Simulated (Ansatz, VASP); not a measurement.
One calculation of KCl, two programs

```
K Cl
1.0
     4.36551    0.00000    0.00000
    -2.18275    3.78064    0.00000
     0.00000    0.00000    7.65608
K Cl
2 2
Direct
  0.00000 0.00000 0.00000
  0.00000 0.00000 0.50000
  0.33333 0.66667 0.25000
  0.66667 0.33333 0.75000
```

Alike in both runs: task single point; functional PBE; k mesh 6 × 6 × 4; no spin polarisation.

```csv
,VASP,Ansatz
version,VASP 6.6.1,Ansatz 0.2.0
potentials or method,"VASP PAW PBE potentials, release 64 (K_sv, Cl)","plane waves, PAW"
plane-wave cutoff (eV),520,420
occupations,"gaussian, width 0.01 eV",fixed
valence electrons in the cell,32,32
```

```csv
,VASP,Ansatz,Ansatz less VASP
gap on the k mesh at the Fermi level (eV),5.08,5.08,+0.002
pressure (GPa),0.5,0.5,-0.02
"traceless stress, the component that is largest in VASP (GPa)",0.06,0.05,-0.007
```
